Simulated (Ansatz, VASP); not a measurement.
**One calculation of MoS2, two programs**

```
S Mo
1.0
     3.14143    0.00000    0.00000
    -1.57072    2.72056    0.00000
     0.00000    0.00000   36.98642
S Mo
8 4
Direct
  0.33333 0.66667 0.20283
  0.33333 0.66667 0.28710
  0.66667 0.33333 0.37278
  0.66667 0.33333 0.45708
  0.33333 0.66667 0.54292
  0.33333 0.66667 0.62722
  0.66667 0.33333 0.71290
  0.66667 0.33333 0.79717
  0.66667 0.33333 0.24495
  0.33333 0.66667 0.41493
  0.66667 0.33333 0.58507
  0.33333 0.66667 0.75505
```

Alike in both runs: functional PBEsol; k mesh 9 × 9 × 1; occupations gaussian, width 0.05 eV; no spin polarisation.

Ansatz relaxed the structure, and its values are those at the end. VASP's run is a single point on that final structure, the one shown.

|  | VASP | Ansatz |
| --- | --- | --- |
| version | VASP 6.6.1 | Ansatz 0.2.0 |
| potentials or method | VASP PAW PBE potentials, release 64 (S, Mo_sv), cutoff 520 eV | scalar-relativistic, plane waves, PAW |
| valence electrons in the cell | 104 | 104 |

Ansatz gave:

```
gap on the k mesh at the Fermi level (eV) : 1.19
least direct gap on the mesh (eV)         : 1.75
```

Q: What did VASP give for the same quantities?

A: gap on the k mesh at the Fermi level (eV): 1.20; least direct gap on the mesh (eV): 1.76.

VASP's potentials were made for PBE, not for PBEsol.
